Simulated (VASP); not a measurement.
# AlGaN2 (P-4m2) in VASP: further runs, part 2 of 2

VASP 6.6.1. Earlier steps stand in the parts before.

## (4) Single point, r2SCAN

This run uses another cell than the first one, of the same volume but with other edges.

The input, POSCAR:

```
AlGaN2
1.0
    3.3834072354      0.0000000000      0.0000000000
    0.0000000000      3.3834072354      0.0000000000
    0.0000000000      0.0000000000      3.8123479684
Al Ga N
1 1 2
Direct
    0.5000000000      0.5000000000      0.5000000000
    0.0000000000      0.0000000000      0.0000000000
    0.5000000000      0.0000000000      0.7382648100
    0.0000000000      0.5000000000      0.2617351900
```

The input, INCAR.step1:

```
ALGO     = Normal         # electronic algorithm
EDIFF    = 1E-4           # SCF threshold, eV
ENCUT    = 520            # plane-wave cutoff, eV
GGA      = PE             # functional
ISMEAR   = 0              # smearing method
LASPH    = T              # aspherical terms in the spheres
LCHARG   = F              # write CHGCAR
LREAL    = F              # projectors in reciprocal space
LWAVE    = T              # write WAVECAR
NBANDS   = 21             # bands
NELM     = 60             # most SCF steps
PREC     = Accurate       # precision mode
SIGMA    = 0.05           # smearing width, eV
```

The input, INCAR.step2:

```
ALGO     = Normal         # electronic algorithm
EDIFF    = 1E-6           # SCF threshold, eV
ENCUT    = 520            # plane-wave cutoff, eV
ISIF     = 2              # what is computed and relaxed
ISMEAR   = 0              # smearing method
ISTART   = 1            
LASPH    = T              # aspherical terms in the spheres
LCHARG   = F              # write CHGCAR
LMIXTAU  = T            
LREAL    = F              # projectors in reciprocal space
LWAVE    = F              # write WAVECAR
METAGGA  = R2SCAN         # meta-GGA
NBANDS   = 21             # bands
NELM     = 60             # most SCF steps
PREC     = Accurate       # precision mode
SIGMA    = 0.05           # smearing width, eV
```

The input, KPOINTS:

```
k-points
0
Gamma
  8 8 6
```

Potentials or basis: VASP PAW PBE potentials, release 64 (Al, Ga_d, N).

Started as:

```console
$ cat potpaw_PBE.64/Al/POTCAR potpaw_PBE.64/Ga_d/POTCAR potpaw_PBE.64/N/POTCAR > POTCAR
$ cp INCAR.step1 INCAR
$ mpirun -np 1 vasp_std > vasp.out
$ cp INCAR.step2 INCAR
$ mpirun -np 1 vasp_std > vasp.out
```

OUTCAR:

```text
EDIFF = 1E-6
   ENCUT = 520
   ISIF = 2
   ISMEAR = 0
   ISTART = 1
   LASPH = T
   LREAL = F
   METAGGA = R2SCAN
   NELM = 60
   PREC = Accurate

 ion  position               nearest neighbor table
   1  0.500  0.500  0.500-   3 1.92   4 1.92   3 1.92   4 1.92   2 3.06   2 3.06   2 3.06   2 3.06
                             2 3.06   2 3.06   2 3.06   2 3.06
   2  0.000  0.000  0.000-   3 1.96   4 1.96   4 1.96   3 1.96   1 3.06   1 3.06   1 3.06   1 3.06
                             1 3.06   1 3.06   1 3.06   1 3.06
   3  0.500  0.000  0.738-   1 1.92   1 1.92   2 1.96   2 1.96
   4  0.000  0.500  0.262-   1 1.92   1 1.92   2 1.96   2 1.96

  LATTYP: Found a simple tetragonal cell.
 ALAT       =     3.3834072354
 C/A-ratio  =     1.1267777430

  Lattice vectors:

 A1 = (   3.3834072354,   0.0000000000,   0.0000000000)
 A2 = (   0.0000000000,   3.3834072354,   0.0000000000)
 A3 = (   0.0000000000,   0.0000000000,   3.8123479684)

Analysis of symmetry for initial positions (statically):
=====================================================================
 Subroutine PRICEL returns:
 Original cell was already a primitive cell.

 Routine SETGRP: Setting up the symmetry group for a
 simple tetragonal supercell.

 Subroutine GETGRP returns: Found  8 space group operations
 (whereof  8 operations were pure point group operations)
 out of a pool of 16 trial point group operations.

The static configuration has the point symmetry D_2d.

Analysis of symmetry for dynamics (positions and initial velocities):
=====================================================================
 Subroutine PRICEL returns:
 Original cell was already a primitive cell.

 Routine SETGRP: Setting up the symmetry group for a
 simple tetragonal supercell.

 Subroutine GETGRP returns: Found  8 space group operations
 (whereof  8 operations were pure point group operations)
 out of a pool of 16 trial point group operations.

The dynamic configuration has the point symmetry D_2d.

 Subroutine INISYM returns: Found  8 space group operations
 (whereof  8 operations are pure point group operations),
 and found     1 'primitive' translations

----------------------------------------------------------------------------------------

                                     Primitive cell

  volume of cell :      43.6416

  direct lattice vectors                    reciprocal lattice vectors
     3.383407235  0.000000000  0.000000000     0.295560047  0.000000000  0.000000000
     0.000000000  3.383407235  0.000000000     0.000000000  0.295560047  0.000000000
     0.000000000  0.000000000  3.812347968     0.000000000  0.000000000  0.262305542

  length of vectors
     3.383407235  3.383407235  3.812347968     0.295560047  0.295560047  0.262305542

  position of ions in fractional coordinates (direct lattice)
     0.500000000  0.500000000  0.500000000
     0.000000000  0.000000000  0.000000000
     0.500000000  0.000000000  0.738264810
     0.000000000  0.500000000  0.261735190

  ion indices of the primitive-cell ions
   primitive index   ion index
                 1           1
                 2           2
                 3           3
                 4           4

----------------------------------------------------------------------------------------

 KPOINTS: k-points

Automatic generation of k-mesh.
 Grid dimensions read from file:
 generate k-points for:    8    8    6

 Generating k-lattice:

  Cartesian coordinates                     Fractional coordinates (reciprocal lattice)
     0.036945006  0.000000000  0.000000000     0.125000000  0.000000000  0.000000000
     0.000000000  0.036945006  0.000000000     0.000000000  0.125000000  0.000000000
     0.000000000  0.000000000  0.043717590     0.000000000  0.000000000  0.166666667

  Length of vectors
     0.036945006  0.036945006  0.043717590

  Shift w.r.t. Gamma in fractional coordinates (k-lattice)
     0.000000000  0.000000000  0.000000000

 Subroutine IBZKPT returns following result:
 ===========================================

 Found     60 irreducible k-points:

 Following reciprocal coordinates:
            Coordinates               Weight
  0.000000  0.000000  0.000000      1.000000
  0.125000  0.000000  0.000000      4.000000
  0.250000  0.000000  0.000000      4.000000
  0.375000  0.000000  0.000000      4.000000
  0.500000  0.000000  0.000000      2.000000
  0.125000  0.125000  0.000000      4.000000
[... 16 lines left out ...]
  0.375000  0.125000  0.166667     16.000000
  0.500000  0.125000  0.166667      8.000000
 [... further k-points ...]
   k-points           NKPTS =     60   k-points in BZ     NKDIM =     60   number of bands    NBANDS=     21
   number of dos      NEDOS =    301   number of ions     NIONS =      4
   total plane-waves  NPLWV =  21952
   dimension x,y,z NGX =    28 NGY =   28 NGZ =   28
   dimension x,y,z NGXF=    56 NGYF=   56 NGZF=   56
   ions per type =               1   1   2
   NGX,Y,Z   is equivalent  to a cutoff of  13.76, 13.76, 12.21 a.u.
   NGXF,Y,Z  is equivalent  to a cutoff of  27.52, 27.52, 24.42 a.u.
 SYSTEM =  unknown system
   PREC   = accura    normal or accurate (medium, high low for compatibility)
   ISTART =      1    job   : 0-new  1-cont  2-samecut
   ICHARG =      0    charge: 1-file 2-atom 10-const
   ISPIN  =      1    spin polarized calculation?
   LNONCOLLINEAR =      F non collinear calculations
   LSORBIT =      F    spin-orbit coupling
   LASPH  =      T    aspherical Exc in radial PAW
   ENCUT  =  520.0 eV  38.22 Ry    6.18 a.u.   6.29  6.29  7.09*2*pi/ulx,y,z
   NELM   =     60;   NELMIN=  2; NELMDL=  0     # of ELM steps
   EDIFF  = 0.1E-05   stopping-criterion for ELM
   LREAL  =      F    real-space projection
   EDIFFG = 0.1E-04   stopping-criterion for IOM
   NSW    =      0    number of steps for IOM
   IBRION =     -1    ionic relax: 0-MD 1-quasi-New 2-CG
   NFREE  =      0    steps in history (QN), initial steepest desc. (CG)
   ISIF   =      2    stress and relaxation
   ISYM   =      2    0-nonsym 1-usesym 2-fastsym
   POTIM  = 0.5000    time-step for ionic-motion
   TEBEG  =    0.0;   TEEND  =   0.0 temperature during run
   PSTRESS=    0.0 pullay stress
   NELECT =      26.0000    total number of electrons
   NUPDOWN=      -1.0000    fix difference up-down
   EMIN   =  10.00;   EMAX   =-10.00  energy-range for DOS
   EFERMI =   0.00;   METHOD = LEGACY
   ISMEAR =     0;   SIGMA  =   0.05  broadening in eV -4-tet -1-fermi 0-gaus
   EFERMI_NEDOS =   21; number of points for ismear=-14 and -15
   IALGO  =     38    algorithm
   IMIX   =      4    mixing-type and parameters
     AMIX     =   0.40;   BMIX     =  1.00
     AMIX_MAG =   1.60;   BMIX_MAG =  1.00
  volume/ion in A,a.u.               =      10.91        73.63
  Fermi-wavevector in a.u.,A,eV,Ry     =   1.377523  2.603141 25.818009  1.897570
  Thomas-Fermi vector in A             =   2.502669
   LORBIT       =      0    0 simple, 1 ext, 2 COOP (PROOUT), +10 PAW based schemes
   METAGGA = R2SCAN    functional components
   LHFCALC =     F    Hartree Fock is set to
   AEXX    =    0.0000 exact exchange contribution
   IVDW    =     0    specifies the selected vdW correction
   LEPSILON=     F    determine dielectric tensor
   LRPA    =     F    only Hartree local field effects (RPA)
 non-spin polarized calculation
 Gauss-broadening in eV      SIGMA  =   0.05
  energy-cutoff  :      520.00
  volume of cell :       43.64
 maximum number of plane-waves:      1191
 NGX is ok and might be reduce to    28

 number of electron      26.0000006 magnetization

 Free energy of the ion-electron system (eV)
  ---------------------------------------------------
  ext. energy  EPLUGINS =         0.00000000
  ---------------------------------------------------
  free energy    TOTEN  =       -40.63038438 eV

  energy without entropy =      -40.63038438  energy(sigma->0) =      -40.63038438

 E-fermi :   6.0108     XC(G=0): -12.1083

 val. band max:        5.7680727406   @ k =   0.0000   0.0000   0.0000
 cond. band min:       8.6638536463   @ k =   0.0000   0.0000   0.0000
 fundamental gap:      2.8957809058
 Fermi energy:         6.0107881108

 k-point     1 :       0.0000    0.0000    0.0000
  band No.  band energies     occupation
      1     -10.7964      2.00000
      2      -9.1576      2.00000
      3      -7.9975      2.00000
      4      -7.9975      2.00000
      5      -7.9489      2.00000
      6      -7.7357      2.00000
[... 550 lines left out ...]
      5      -7.8115      2.00000
      6      -7.3172      2.00000
[... 13 lines left out ...]
     20      19.3228      0.00000
     21      19.3340      0.00000

 [... further k-points ...]
[... 5 lines left out ...]
  --------------------------------------------------------------------------------------
  -------------------------------------------------------------------------------------
  Total       -2.9020652     -2.9020652      2.2909991      0.0000000      0.0000000      0.0000000
  in kB     -106.5409741   -106.5409741     84.1074401      0.0000000      0.0000000      0.0000000
  external PRESSURE =     -42.9915027 kB  Pullay stress =       0.0000000 kB

 VOLUME and BASIS-vectors are now :
 -----------------------------------------------------------------------------
  energy-cutoff  :      520.00
  volume of cell :       43.64
      direct lattice vectors                 reciprocal lattice vectors
     3.383407235  0.000000000  0.000000000     0.295560047  0.000000000  0.000000000
     0.000000000  3.383407235  0.000000000     0.000000000  0.295560047  0.000000000
     0.000000000  0.000000000  3.812347968     0.000000000  0.000000000  0.262305542

 POSITION                                       TOTAL-FORCE (eV/Angst)
 -----------------------------------------------------------------------------------
      1.69170      1.69170      1.90617         0.000000     -0.000000      0.000000
      0.00000      0.00000      0.00000        -0.000000      0.000000      0.000000
      1.69170      0.00000      2.81452        -0.000000      0.000000     -0.340333
      0.00000      1.69170      0.99783         0.000000      0.000000      0.340333
 -----------------------------------------------------------------------------------
    total drift:                               -0.000000     -0.000000     -0.000000

  FREE ENERGIE OF THE ION-ELECTRON SYSTEM (eV)
  ---------------------------------------------------
  free  energy   TOTEN  =       -40.6303843819 eV

  energy  without entropy=      -40.6303843819  energy(sigma->0) =      -40.63038438
```

Run time: 4.4 min. Hardware: 1 thread of AMD EPYC 7R43 (Zen 3), shared host; peak memory 0.16 GiB.

What came out:

```
Free energy            : -40.6304 eV
Pressure               : -4.3 GPa
Largest force          : 0.340 eV/Å
Band gap on the k mesh : 2.90 eV, direct
```

Forces on the atoms (eV/Å):
```
Al   0.000  0.000  0.000
Ga   0.000  0.000  0.000
N    0.000  0.000 -0.340
N    0.000  0.000  0.340
```

Levels at points of the mesh, in eV from the valence-band top:
```
           k point  band 10  band 11  band 12  band 13  band 14  band 15  band 16  band 17
(0.00, 0.00, 0.00)    -3.75    -0.49    -0.49     0.00     2.90     3.51     5.51    11.90
(0.50, 0.00, 0.00)    -2.32    -2.12    -2.08    -1.94     6.54     7.01     7.56     7.82
(0.50, 0.50, 0.00)    -1.90    -1.88    -1.88    -1.68     4.25     4.25     8.24     9.96
(0.00, 0.00, 0.50)    -2.52    -2.51    -1.93    -1.93     6.18     6.49     7.05     8.24
(0.50, 0.00, 0.50)    -2.01    -1.59    -0.74    -0.18     4.64     5.91     9.02     9.76
(0.50, 0.50, 0.50)    -4.34    -3.70    -3.65    -3.65     8.22     8.22     9.11     9.87
```

Caveat: the PAW data sets were made with another functional, which shifts forces and pressure a little.

## (5) Single point, r2SCAN

This run uses another cell than the first one, of the same volume but with other edges.

The input, POSCAR:

```
AlGaN2
1.0
    2.8778610319      0.0000000000      0.0000000000
    0.0000000000      2.8778610319      0.0000000000
    0.0000000000      0.0000000000      5.2694033572
Al Ga N
1 1 2
Direct
    0.5000000000      0.5000000000      0.5000000000
    0.0000000000      0.0000000000      0.0000000000
    0.5000000000      0.0000000000      0.7382648100
    0.0000000000      0.5000000000      0.2617351900
```

The input, INCAR.step1:

```
  PREC = Accurate
  ENCUT = 520
  ISMEAR = 0
  SIGMA = 0.05
  LREAL = False
  LASPH = True
  NELM = 80
  NBANDS = 21
  GGA = PE
  ALGO = Normal
  EDIFF = 1E-4
  LWAVE = True
  LCHARG = False
```

The input, INCAR.step2:

```
  PREC = Accurate
  ENCUT = 520
  EDIFF = 1E-6
  ISMEAR = 0
  SIGMA = 0.05
  LREAL = False
  LASPH = True
  NELM = 80
  ALGO = Normal
  ISIF = 2
  LWAVE = False
  LCHARG = True
  METAGGA = R2SCAN
  LMIXTAU = True
  LELF = True
  LVHAR = True
  NBANDS = 21
  ISTART = 1
```

The input, KPOINTS:

```
Automatic mesh
0
Gamma
  8 8 6
```

Started as:

```console
$ cat potpaw_PBE.64/Al/POTCAR potpaw_PBE.64/Ga_d/POTCAR potpaw_PBE.64/N/POTCAR > POTCAR
$ cp INCAR.step1 INCAR
$ mpirun -np 1 vasp_std > vasp.out
$ cp INCAR.step2 INCAR
$ mpirun -np 1 vasp_std > vasp.out
```

Wall time 3.6 min (1 thread of AMD EPYC 7R43 (Zen 3), shared host); peak memory 0.16 GiB.

The run converged. Its results:

| Item | Value |
| --- | --- |
| Free energy | -39.7643 eV |
| Pressure | -3.3 GPa |
| Largest force | 0.263 eV/Å |
| Band gap on the k mesh | 1.95 eV, indirect (least direct gap 2.07 eV) |

Forces in eV/Å, atoms in the order of the input:
```
Al   0.000  0.000  0.000
Ga   0.000  0.000  0.000
N    0.000  0.000  0.263
N    0.000  0.000 -0.263
```

Stress tensor (GPa, compression positive):
```
 18.50   0.00   0.00
  0.00  18.50   0.00
  0.00   0.00 -46.84
```

Levels at points of the mesh, in eV from the valence-band top:
```csv
k point,band 10,band 11,band 12,band 13,band 14,band 15,band 16,band 17
"(0.00, 0.00, 0.00)",-1.54,-1.54,-0.12,-0.12,1.95,4.78,9.66,10.68
"(0.50, 0.00, 0.00)",-4.82,-4.62,-0.48,-0.05,6.04,6.16,7.53,8.63
"(0.50, 0.50, 0.00)",-3.57,-3.57,-3.45,-3.42,2.80,2.80,4.65,7.75
"(0.00, 0.00, 0.50)",-1.14,-1.14,-0.63,-0.63,4.76,5.39,6.61,9.39
"(0.50, 0.00, 0.50)",-2.78,-2.64,-0.47,-0.02,3.08,4.11,9.39,9.62
"(0.50, 0.50, 0.50)",-4.46,-3.92,-3.92,-3.89,4.93,4.93,7.30,7.30
```

Caveat: the PAW data sets were made with another functional, which shifts forces and pressure a little. A k mesh can miss the band edges.

## (6) Summary

| cell | gap on the mesh (eV) | pressure (GPa) | largest force (eV/Å) |
| --- | --- | --- | --- |
| a = 3.184, b = 3.184, c = 4.305 Å, 4 atoms | 3.40 | -0.3 | 0.07 |
| a = 3.090, b = 3.090, c = 4.570 Å, 4 atoms | 3.28 | -0.1 | 0.09 |
| a = 3.383, b = 3.383, c = 3.812 Å, 4 atoms | 2.90 | -4.3 | 0.34 |
| a = 2.878, b = 2.878, c = 5.269 Å, 4 atoms | 1.95 | -3.3 | 0.26 |

Alike in all rows: task single point; level r2SCAN; potentials or basis VASP PAW PBE potentials, release 64 (Al, Ga_d, N); no spin polarisation; k mesh 8 × 8 × 6; cutoff (eV) 520; smearing gaussian 0.05 eV.

Caveats: the PAW data sets were made with another functional, which shifts forces and pressure a little.

Total energies depend on the potentials used, so only differences within one code and one set of settings carry meaning.
